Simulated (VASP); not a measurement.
# InSe (C2/m) in VASP: further runs, part 2 of 2

VASP 6.6.1. The steps go on from the part before.

## 3. Single point, PBE+D4

This run uses another cell than the first one, of 25.87 Å³/atom.

The input, INCAR:

```
SYSTEM = InSe
PREC     = Accurate       ! precision mode
ENCUT    = 520            ! plane-wave cutoff, eV
EDIFF    = 1E-7           ! SCF threshold, eV
ISMEAR   = -1             ! smearing method
SIGMA    = 0.02           ! smearing width, eV
LREAL    = .False.        ! projectors in reciprocal space
LASPH    = .True.         ! aspherical terms in the spheres
NELM     = 60             ! most SCF steps
ALGO     = Normal         ! electronic algorithm
ISIF     = 2              ! what is computed and relaxed
LWAVE    = .False.        ! write WAVECAR
LCHARG   = .False.        ! write CHGCAR
GGA      = PE             ! functional
IVDW     = 13             ! dispersion correction
NBANDS   = 27             ! bands
```

The input, KPOINTS:

```
Automatic mesh
0
Gamma
  6 6 6
  0 0 0
```

The input, POSCAR:

```
InSe
1.0
    5.9404259939     -2.0691458028      0.1055500524
    5.9404259939      2.0691458028      0.1055500524
   -1.6706006382      0.0000000000      4.1794072518
In Se
2 2
Direct
    0.1149911382      0.1149911382      0.9793731780
    0.8850088618      0.8850088618      0.0206268220
    0.3468835402      0.3468835402      0.3663491573
    0.6531164598      0.6531164598      0.6336508427
```

Potentials or basis: VASP PAW PBE potentials, release 64 (In_d, Se).

On the command line:

```sh
$ cat potpaw_PBE.64/In_d/POTCAR potpaw_PBE.64/Se/POTCAR > POTCAR
$ mpirun -np 1 vasp_std > vasp.out
```

OUTCAR:

```text
SYSTEM = InSe
   PREC = Accurate
   ENCUT = 520
   EDIFF = 1E-7
   ISMEAR = -1
   LREAL = .False.
   LASPH = .True.
   NELM = 60
   ISIF = 2
   GGA = PE
   IVDW = 13

 ion  position               nearest neighbor table
   1  0.115  0.115  0.979-   3 2.69   4 2.72   4 2.72   2 2.80   2 3.77   2 3.77
   2  0.885  0.885  0.021-   4 2.69   3 2.72   3 2.72   1 2.80   1 3.77   1 3.77
   3  0.347  0.347  0.366-   1 2.69   2 2.72   2 2.72
   4  0.653  0.653  0.634-   2 2.69   1 2.72   1 2.72

  LATTYP: Found a base centered monoclinic cell.
 ALAT       =    11.8827272631
 B/A-ratio  =     0.3482610948
 C/A-ratio  =     0.3787790249
 COS(beta)  =    -0.3546132402

  Lattice vectors:

 A1 = (   5.9404259939,  -2.0691458028,   0.1055500524)
 A2 = (   5.9404259939,   2.0691458028,   0.1055500524)
 A3 = (  -1.6706006382,   0.0000000000,   4.1794072518)

Analysis of symmetry for initial positions (statically):
=====================================================================
 Subroutine PRICEL returns:
 Original cell was already a primitive cell.

 Routine SETGRP: Setting up the symmetry group for a
 base centered monoclinic supercell.

 Subroutine GETGRP returns: Found  4 space group operations
 (whereof  4 operations were pure point group operations)
 out of a pool of  4 trial point group operations.

The static configuration has the point symmetry C_2h.

Analysis of symmetry for dynamics (positions and initial velocities):
=====================================================================
 Subroutine PRICEL returns:
 Original cell was already a primitive cell.

 Routine SETGRP: Setting up the symmetry group for a
 base centered monoclinic supercell.

 Subroutine GETGRP returns: Found  4 space group operations
 (whereof  4 operations were pure point group operations)
 out of a pool of  4 trial point group operations.

The dynamic configuration has the point symmetry C_2h.

 Subroutine INISYM returns: Found  4 space group operations
 (whereof  4 operations are pure point group operations),
 and found     1 'primitive' translations

----------------------------------------------------------------------------------------

                                     Primitive cell

  volume of cell :     103.4730

  direct lattice vectors                    reciprocal lattice vectors
     5.940425994 -2.069145803  0.105550052     0.083575470 -0.241645610  0.033406946
     5.940425994  2.069145803  0.105550052     0.083575470  0.241645610  0.033406946
    -1.670600638  0.000000000  4.179407252    -0.004221362  0.000000000  0.237581009

  length of vectors
     6.291356464  6.291356464  4.500927845     0.257863305  0.257863305  0.237618508

  position of ions in fractional coordinates (direct lattice)
     0.114991138  0.114991138  0.979373178
     0.885008862  0.885008862  0.020626822
     0.346883540  0.346883540  0.366349157
     0.653116460  0.653116460  0.633650843

  ion indices of the primitive-cell ions
   primitive index   ion index
                 1           1
                 2           2
                 3           3
                 4           4

----------------------------------------------------------------------------------------

 KPOINTS: Automatic mesh

Automatic generation of k-mesh.
 Grid dimensions read from file:
 generate k-points for:    6    6    6

 Generating k-lattice:

  Cartesian coordinates                     Fractional coordinates (reciprocal lattice)
     0.013929245 -0.040274268  0.005567824     0.166666667  0.000000000  0.000000000
     0.013929245  0.040274268  0.005567824     0.000000000  0.166666667  0.000000000
    -0.000703560  0.000000000  0.039596835     0.000000000  0.000000000  0.166666667

  Length of vectors
     0.042977218  0.042977218  0.039603085

  Shift w.r.t. Gamma in fractional coordinates (k-lattice)
     0.000000000  0.000000000  0.000000000

 Subroutine IBZKPT returns following result:
 ===========================================

 Found     68 irreducible k-points:

 Following reciprocal coordinates:
            Coordinates               Weight
  0.000000  0.000000  0.000000      1.000000
  0.166667  0.000000  0.000000      4.000000
  0.333333  0.000000  0.000000      4.000000
  0.500000  0.000000 -0.000000      2.000000
  0.166667  0.166667  0.000000      2.000000
  0.333333  0.166667 -0.000000      4.000000
[... 16 lines left out ...]
 -0.333333  0.166667  0.166667      4.000000
 -0.166667  0.166667  0.166667      4.000000
 [... further k-points ...]
   k-points           NKPTS =     68   k-points in BZ     NKDIM =     68   number of bands    NBANDS=     27
   number of dos      NEDOS =    301   number of ions     NIONS =      4
   total plane-waves  NPLWV =  82944
   dimension x,y,z NGX =    48 NGY =   48 NGZ =   36
   dimension x,y,z NGXF=    96 NGYF=   96 NGZF=   72
   ions per type =               2   2
   NGX,Y,Z   is equivalent  to a cutoff of  12.68, 12.68, 13.30 a.u.
   NGXF,Y,Z  is equivalent  to a cutoff of  25.37, 25.37, 26.59 a.u.
 SYSTEM =  InSe
   PREC   = accura    normal or accurate (medium, high low for compatibility)
   ISTART =      0    job   : 0-new  1-cont  2-samecut
   ICHARG =      2    charge: 1-file 2-atom 10-const
   ISPIN  =      1    spin polarized calculation?
   LNONCOLLINEAR =      F non collinear calculations
   LSORBIT =      F    spin-orbit coupling
   LASPH  =      T    aspherical Exc in radial PAW
   ENCUT  =  520.0 eV  38.22 Ry    6.18 a.u.  11.70 11.70  8.37*2*pi/ulx,y,z
   NELM   =     60;   NELMIN=  2; NELMDL= -5     # of ELM steps
   EDIFF  = 0.1E-06   stopping-criterion for ELM
   LREAL  =      F    real-space projection
   EDIFFG = 0.1E-05   stopping-criterion for IOM
   NSW    =      0    number of steps for IOM
   IBRION =     -1    ionic relax: 0-MD 1-quasi-New 2-CG
   NFREE  =      0    steps in history (QN), initial steepest desc. (CG)
   ISIF   =      2    stress and relaxation
   ISYM   =      2    0-nonsym 1-usesym 2-fastsym
   POTIM  = 0.5000    time-step for ionic-motion
   TEBEG  =    0.0;   TEEND  =   0.0 temperature during run
   PSTRESS=    0.0 pullay stress
   NELECT =      38.0000    total number of electrons
   NUPDOWN=      -1.0000    fix difference up-down
   EMIN   =  10.00;   EMAX   =-10.00  energy-range for DOS
   EFERMI =   0.00;   METHOD = LEGACY
   ISMEAR =    -1;   SIGMA  =   0.02  broadening in eV -4-tet -1-fermi 0-gaus
   EFERMI_NEDOS =   21; number of points for ismear=-14 and -15
   IALGO  =     38    algorithm
   IMIX   =      4    mixing-type and parameters
     AMIX     =   0.40;   BMIX     =  1.00
     AMIX_MAG =   1.60;   BMIX_MAG =  1.00
  volume/ion in A,a.u.               =      25.87       174.57
  Fermi-wavevector in a.u.,A,eV,Ry     =   1.172358  2.215436 18.700175  1.374424
  Thomas-Fermi vector in A             =   2.308788
   LORBIT       =      0    0 simple, 1 ext, 2 COOP (PROOUT), +10 PAW based schemes
   GGA     = PE    functional components
   LHFCALC =     F    Hartree Fock is set to
   AEXX    =    0.0000 exact exchange contribution
   IVDW    =    13    specifies the selected vdW correction
   LEPSILON=     F    determine dielectric tensor
   LRPA    =     F    only Hartree local field effects (RPA)
 non-spin polarized calculation
  energy-cutoff  :      520.00
  volume of cell :      103.47
 maximum number of plane-waves:      2807
   NGX = 23   NGY = 23   NGZ = 17

 number of electron      37.9999992 magnetization

 Free energy of the ion-electron system (eV)
  ---------------------------------------------------
  ext. energy  EPLUGINS =         0.00000000
  ---------------------------------------------------
  free energy    TOTEN  =       -13.98542120 eV

  energy without entropy =      -13.98542120  energy(sigma->0) =      -13.98542120

 E-fermi :   5.4008     XC(G=0):  -9.6361

 val. band max:        5.0403739535   @ k =  -0.3333  -0.3333   0.3333
 cond. band min:       5.7564566045   @ k =   0.3333   0.3333   0.0000
 fundamental gap:      0.7160826509
 Fermi energy:         5.4007542246

 k-point     1 :       0.0000    0.0000    0.0000
  band No.  band energies     occupation
      1      -9.6102      2.00000
      2      -9.5331      2.00000
      3      -9.3098      2.00000
      4      -9.3029      2.00000
      5      -9.2704      2.00000
      6      -9.2667      2.00000
[... 709 lines left out ...]
     26      12.5560      0.00000
     27      12.9973      0.00000

 [... further k-points ...]

------------------------ aborting loop because EDIFF is reached ----------------------------------------

  DFT-D4 for vdW energy calculation

  Edisp (eV):   -1.48391

  FORCE on cell =-STRESS in cart. coord.  units (eV):
  Direction    XX          YY          ZZ          XY          YZ          ZX
  --------------------------------------------------------------------------------------
  -------------------------------------------------------------------------------------
  Total       0.02695     0.03205     0.01063     0.00000     0.00000     0.00548
  in kB       0.41736     0.49633     0.16465     0.00000     0.00000     0.08492
  external pressure =        0.36 kB  Pullay stress =        0.00 kB

 VOLUME and BASIS-vectors are now :
 -----------------------------------------------------------------------------
  energy-cutoff  :      520.00
  volume of cell :      103.47
      direct lattice vectors                 reciprocal lattice vectors
     5.940425994 -2.069145803  0.105550052     0.083575470 -0.241645610  0.033406946
     5.940425994  2.069145803  0.105550052     0.083575470  0.241645610  0.033406946
    -1.670600638  0.000000000  4.179407252    -0.004221362  0.000000000  0.237581009

 POSITION                                       TOTAL-FORCE (eV/Angst)
 -----------------------------------------------------------------------------------
     -0.26995      0.00000      4.11747        -0.012946      0.000000      0.003175
     10.48020      0.00000      0.27303         0.012946      0.000000     -0.003175
      3.50925      0.00000      1.60435        -0.000708      0.000000      0.011193
      6.70100      0.00000      2.78616         0.000708      0.000000     -0.011193
 -----------------------------------------------------------------------------------
    total drift:                                0.000000     -0.000000      0.000000

  FREE ENERGIE OF THE ION-ELECTRON SYSTEM (eV)
  ---------------------------------------------------
  free  energy   TOTEN  =       -15.4693271639 eV

  energy  without entropy=      -15.4693271637  energy(sigma->0) =      -15.46932716
```

Run time: 4.9 min. Hardware: 1 thread of Intel Xeon Platinum 8259CL at 2.50GHz (Skylake/Cascade Lake), shared host; peak memory 0.38 GiB.

What came out:

| Quantity | Value |
| --- | --- |
| Free energy | -15.4693 eV |
| Pressure | 0.0 GPa |
| Largest force | 0.013 eV/Å |
| Band gap on the k mesh | 0.72 eV (least direct gap 1.07 eV) |
| Dispersion energy per atom | -0.371 eV |

Forces in eV/Å, atoms in the order of the input:
```
In  -0.013  0.000  0.003
In   0.013  0.000 -0.003
Se  -0.001  0.000  0.011
Se   0.001  0.000 -0.011
```

Levels at points of the mesh, in eV from the valence-band top:
| k point | band 15 | band 16 | band 17 | band 18 | band 19 | band 20 | band 21 | band 22 | band 23 | band 24 |
| --- | --- | --- | --- | --- | --- | --- | --- | --- | --- | --- |
| (0.00, 0.00, 0.00) | -3.68 | -2.61 | -2.39 | -1.85 | -1.57 | 2.47 | 3.55 | 4.07 | 5.01 | 5.19 |
| (0.50, 0.00, 0.00) | -2.43 | -2.03 | -1.59 | -1.52 | -0.98 | 1.63 | 2.45 | 3.20 | 3.43 | 4.38 |
| (0.50, 0.50, 0.00) | -2.86 | -2.54 | -1.23 | -0.95 | -0.47 | 0.88 | 2.55 | 2.86 | 4.64 | 5.90 |
| (0.00, 0.00, 0.50) | -1.99 | -1.84 | -1.76 | -1.25 | -0.21 | 0.86 | 2.44 | 3.33 | 3.36 | 5.37 |
| (0.50, 0.00, 0.50) | -3.99 | -3.43 | -2.75 | -2.48 | -1.98 | 1.90 | 3.16 | 4.34 | 4.38 | 6.97 |
| (0.50, 0.50, 0.50) | -2.57 | -1.59 | -1.58 | -1.30 | -0.33 | 1.97 | 2.98 | 3.01 | 3.76 | 4.82 |

Caveat: spin-orbit coupling is left out, which moves the levels of the heavy elements.

## 4. Single point, PBE+D3(BJ)

This run uses another cell than the first one, of 25.90 Å³/atom.

The input, INCAR:

```
SYSTEM = InSe
ALGO = Normal
EDIFF = 1E-6
ENCUT = 520
GGA = PE
ISIF = 2
ISMEAR = -1
IVDW = 12
LASPH = .True.
LCHARG = .False.
LREAL = .False.
LWAVE = .False.
NBANDS = 27
NELM = 100
PREC = Accurate
SIGMA = 0.02
```

The input, KPOINTS:

```
k-points
0
Gamma
  6 6 6
  0 0 0
```

The input, POSCAR:

```
InSe
1.0
    5.9405770242     -2.0699080164      0.1043308967
    5.9405770242      2.0699080164      0.1043308967
   -1.6715658648      0.0000000000      4.1830661546
In Se
2 2
Direct
    0.1150156862      0.1150156862      0.9792753044
    0.8849843138      0.8849843138      0.0207246956
    0.3469064665      0.3469064665      0.3662119521
    0.6530935335      0.6530935335      0.6337880479
```

On the command line:

```sh
$ cat potpaw_PBE.64/In_d/POTCAR potpaw_PBE.64/Se/POTCAR > POTCAR
$ mpirun -np 1 vasp_std > vasp.out
```

It took 4.1 min on 1 thread of Intel Xeon Platinum 8259CL at 2.50GHz (Skylake/Cascade Lake), shared host; peak memory 0.38 GiB.

It converged, with:

* Free energy: -15.3613 eV
* Pressure: 0.1 GPa
* Largest force: 0.012 eV/Å
* Band gap on the k mesh: 0.72 eV (least direct gap 1.07 eV)
* Dispersion energy per atom: -0.344 eV

Forces on the atoms (eV/Å):
```
In  -0.012  0.000  0.003
In   0.012  0.000 -0.003
Se  -0.001  0.000  0.009
Se   0.001  0.000 -0.009
```

Levels at points of the mesh, in eV from the valence-band top:
```csv
k point,band 17,band 18,band 19,band 20,band 21,band 22
"(0.00, 0.00, 0.00)",-2.38,-1.85,-1.56,2.47,3.55,4.07
"(0.50, 0.00, 0.00)",-1.59,-1.52,-0.99,1.63,2.45,3.21
"(0.50, 0.50, 0.00)",-1.23,-0.95,-0.47,0.89,2.56,2.86
"(0.00, 0.00, 0.50)",-1.76,-1.25,-0.21,0.86,2.44,3.33
"(0.50, 0.00, 0.50)",-2.75,-2.48,-1.97,1.91,3.16,4.34
"(0.50, 0.50, 0.50)",-1.58,-1.30,-0.33,1.97,2.98,3.01
```

Caveat: spin-orbit coupling is left out, which moves the levels of the heavy elements. A k mesh can miss the band edges.

## 5. Single point, PBE

The input, INCAR:

```
PREC     = Accurate       # precision mode
ENCUT    = 520            # plane-wave cutoff, eV
EDIFF    = 1E-7           # SCF threshold, eV
ISMEAR   = -1             # smearing method
SIGMA    = 0.02           # smearing width, eV
LREAL    = F              # projectors in reciprocal space
LASPH    = T              # aspherical terms in the spheres
NELM     = 60             # most SCF steps
ALGO     = Normal         # electronic algorithm
ISIF     = 2              # what is computed and relaxed
LWAVE    = F              # write WAVECAR
LCHARG   = F              # write CHGCAR
GGA      = PE             # functional
NBANDS   = 27             # bands
```

The input, KPOINTS:

```
regular mesh
0
Gamma
  6 6 6
```

The input, POSCAR:

```
InSe
1.0
    5.8791337507     -2.0549058466      0.0681432510
    5.8791337507      2.0549058466      0.0681432510
   -1.6833202670      0.0000000000      4.3858737115
In Se
2 2
Direct
    0.1131988104      0.1131988104      0.9651314868
    0.8868011896      0.8868011896      0.0348685132
    0.3425801077      0.3425801077      0.3509444884
    0.6574198923      0.6574198923      0.6490555116
```

On the command line:

```sh
$ cat potpaw_PBE.64/In_d/POTCAR potpaw_PBE.64/Se/POTCAR > POTCAR
$ mpirun -np 1 vasp_std > vasp.out
```

Run time: 4.5 min. Hardware: 1 thread of Intel Xeon Platinum 8259CL at 2.50GHz (Skylake/Cascade Lake), shared host; peak memory 0.37 GiB.

It converged, with:

| Property | Result |
| --- | --- |
| Free energy | -14.0091 eV |
| Pressure | 2.6 GPa |
| Largest force | 0.245 eV/Å |
| Band gap on the k mesh | 0.98 eV (least direct gap 1.25 eV) |

Forces on the atoms (eV/Å):
```
In  -0.078  0.000  0.020
In   0.078  0.000 -0.020
Se   0.025  0.000  0.244
Se  -0.025  0.000 -0.244
```

Stress tensor (GPa, compression positive):
```
2.57 0.00 0.07
0.00 2.65 0.00
0.07 0.00 2.50
```

Levels at points of the mesh, in eV from the valence-band top:
```
           k point  band 17  band 18  band 19  band 20  band 21  band 22
(0.00, 0.00, 0.00)    -2.24    -1.67    -1.36     2.69     3.27     3.87
(0.50, 0.00, 0.00)    -1.72    -1.42    -1.29     1.66     2.44     3.41
(0.50, 0.50, 0.00)    -1.19    -0.82    -0.28     1.18     2.71     2.90
(0.00, 0.00, 0.50)    -1.62    -1.20    -0.27     0.99     2.28     3.50
(0.50, 0.00, 0.50)    -2.49    -2.35    -1.67     2.22     3.20     4.08
(0.50, 0.50, 0.50)    -1.49    -1.03    -0.47     2.13     3.05     3.17
```

Caveat: spin-orbit coupling is left out, which moves the levels of the heavy elements. A k mesh can miss the band edges.

## 6. Single point, LDA

The input, INCAR:

```
  PREC = Accurate
  ENCUT = 520
  EDIFF = 1E-7
  ISMEAR = 0
  SIGMA = 0.01
  LREAL = False
  LASPH = True
  NELM = 80
  ALGO = Normal
  ISIF = 2
  LWAVE = False
  LCHARG = False
  GGA = CA
  NBANDS = 27
```

The input, KPOINTS:

```
Automatic mesh
0
Gamma
  6 6 6
```

POSCAR is that of step 5.

Potentials or basis: VASP PAW LDA potentials, release 64 (In_d, Se).

On the command line:

```sh
$ cat potpaw_LDA.64/In_d/POTCAR potpaw_LDA.64/Se/POTCAR > POTCAR
$ mpirun -np 1 vasp_std > vasp.out
```

It took 4.8 min on 1 thread of Intel Xeon Platinum 8259CL at 2.50GHz (Skylake/Cascade Lake), shared host; peak memory 0.33 GiB.

It converged, with:

| Item | Value |
| --- | --- |
| Free energy | -16.6117 eV |
| Pressure | -2.1 GPa |
| Largest force | 0.045 eV/Å |
| Band gap on the k mesh | 0.86 eV (least direct gap 1.13 eV) |

Forces in eV/Å, atoms in the order of the input:
```
In   0.042  0.000 -0.017
In  -0.042  0.000  0.017
Se   0.021  0.000 -0.040
Se  -0.021  0.000  0.040
```

Stress tensor (GPa, compression positive):
```
-2.68  0.00  0.02
 0.00 -1.90  0.00
 0.02  0.00 -1.72
```

Levels at points of the mesh, in eV from the valence-band top:
| k point | band 17 | band 18 | band 19 | band 20 | band 21 | band 22 |
| --- | --- | --- | --- | --- | --- | --- |
| (0.00, 0.00, 0.00) | -2.24 | -1.67 | -1.36 | 2.62 | 3.19 | 3.75 |
| (0.50, 0.00, 0.00) | -1.70 | -1.44 | -1.31 | 1.55 | 2.34 | 3.32 |
| (0.50, 0.50, 0.00) | -1.18 | -0.81 | -0.29 | 1.07 | 2.61 | 2.78 |
| (0.00, 0.00, 0.50) | -1.62 | -1.19 | -0.27 | 0.86 | 2.17 | 3.37 |
| (0.50, 0.00, 0.50) | -2.52 | -2.37 | -1.68 | 2.13 | 3.12 | 4.02 |
| (0.50, 0.50, 0.50) | -1.47 | -1.03 | -0.49 | 2.04 | 2.94 | 3.07 |

Caveat: spin-orbit coupling is left out, which moves the levels of the heavy elements. A k mesh can miss the band edges.

## 7. The runs side by side

| level | potentials or basis | cell | k mesh | smearing | gap on the mesh (eV) | pressure (GPa) | largest force (eV/Å) |
| --- | --- | --- | --- | --- | --- | --- | --- |
| PBE | VASP PAW PBE potentials, release 64 (In_d, Se) | a = 6.228, b = 6.228, c = 4.698 Å, angles 109.1, 109.1, 38.5°, 4 atoms, atomic positions A | 4 × 4 × 4 | gaussian 0.01 eV | 1.21 | 2.6 | 0.26 |
| PBE+D4 | VASP PAW PBE potentials, release 64 (In_d, Se) | a = 6.291, b = 6.291, c = 4.501 Å, angles 109.6, 109.6, 38.4°, 4 atoms, atomic positions B | 6 × 6 × 6 | fermi-dirac 0.02 eV | 0.72 | 0.0 | 0.01 |
| PBE+D3(BJ) | VASP PAW PBE potentials, release 64 (In_d, Se) | a = 6.292, b = 6.292, c = 4.505 Å, angles 109.6, 109.6, 38.4°, 4 atoms, atomic positions B | 6 × 6 × 6 | fermi-dirac 0.02 eV | 0.72 | 0.1 | 0.01 |
| PBE | VASP PAW PBE potentials, release 64 (In_d, Se) | a = 6.228, b = 6.228, c = 4.698 Å, angles 109.1, 109.1, 38.5°, 4 atoms, atomic positions A | 6 × 6 × 6 | fermi-dirac 0.02 eV | 0.98 | 2.6 | 0.25 |
| LDA | VASP PAW LDA potentials, release 64 (In_d, Se) | a = 6.228, b = 6.228, c = 4.698 Å, angles 109.1, 109.1, 38.5°, 4 atoms, atomic positions A | 6 × 6 × 6 | gaussian 0.01 eV | 0.86 | -2.1 | 0.05 |

Alike in all rows: task single point; no spin polarisation; cutoff (eV) 520.

Caveats: spin-orbit coupling is left out, which moves the levels of the heavy elements.

Total energies depend on the potentials used, so only differences within one code and one set of settings carry meaning.
